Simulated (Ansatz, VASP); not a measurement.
**Two plane-wave programs on SrO**

```xyz
2
Lattice="0.0000 2.5698 2.5698 2.5698 0.0000 2.5698 2.5698 2.5698 0.0000" Properties=species:S:1:pos:R:3 pbc="T T T"
Sr   -0.3000    0.0000    0.0000
O     2.5698    2.5698    2.5698
```

Alike in both runs: task single point; functional LDA; k mesh 8 × 8 × 8; occupations gaussian, width 0.05 eV; no spin polarisation.

|  | VASP | Ansatz |
| --- | --- | --- |
| version | VASP 6.6.1 | Ansatz 0.2.0 |
| potentials or method | VASP PAW LDA potentials, release 64 (Sr_sv, O), cutoff 600 eV | scalar-relativistic, plane waves, PAW |
| valence electrons in the cell | 16 | 16 |

|  | VASP | Ansatz | Ansatz less VASP |
| --- | --- | --- | --- |
| gap on the k mesh at the Fermi level (eV) | 3.20 | 3.24 | +0.049 |
| least direct gap on the mesh (eV) | 3.25 | 3.29 | +0.047 |
| pressure (GPa) | -0.8 | -1.5 | -0.72 |
| traceless stress, the component that is largest in VASP (GPa) | 7.09 | 6.66 | -0.431 |
| rms of the force components (eV/Å) | 0.619 | 0.577 | -0.0422 |

LDA's correlation is that of Perdew and Zunger in VASP and of Perdew and Wang (1992) in Ansatz. Atom by atom the forces differ by 0.042 eV/Å (rms over components).
